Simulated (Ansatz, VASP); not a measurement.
**WS2 in VASP and in Ansatz**

```xyz
3
Lattice="3.1835 0.0000 0.0000 -1.5918 2.7570 0.0000 0.0000 0.0000 16.9506" Properties=species:S:1:pos:R:3 pbc="T T T"
W     0.0000    0.0000    0.0000
S     0.0000    1.8380    1.5595
S     0.0000    1.8380   15.3911
```

Alike in both runs: functional HSE06; k mesh 6 × 6 × 2; no spin polarisation.

```csv
,VASP,Ansatz
version,VASP 6.6.1,Ansatz 0.2.0
potentials or method,"VASP PAW PBE potentials, release 64 (W_sv, S)",Ansatz PAW
plane-wave cutoff (eV),520,420
occupations,"gaussian, width 0.01 eV",fixed
valence electrons in the cell,26,26
task,single point,band structure
```

```csv
,VASP,Ansatz,Ansatz less VASP
gap on the k mesh at the Fermi level (eV),2.28,2.28,+0.003
least direct gap on the mesh (eV),2.28,2.28,+0.003
rms of the force components (eV/Å),0.130,0.104,-0.0261
```

Atom by atom the forces differ by 0.026 eV/Å (rms over components).

Spin-orbit coupling is off throughout.
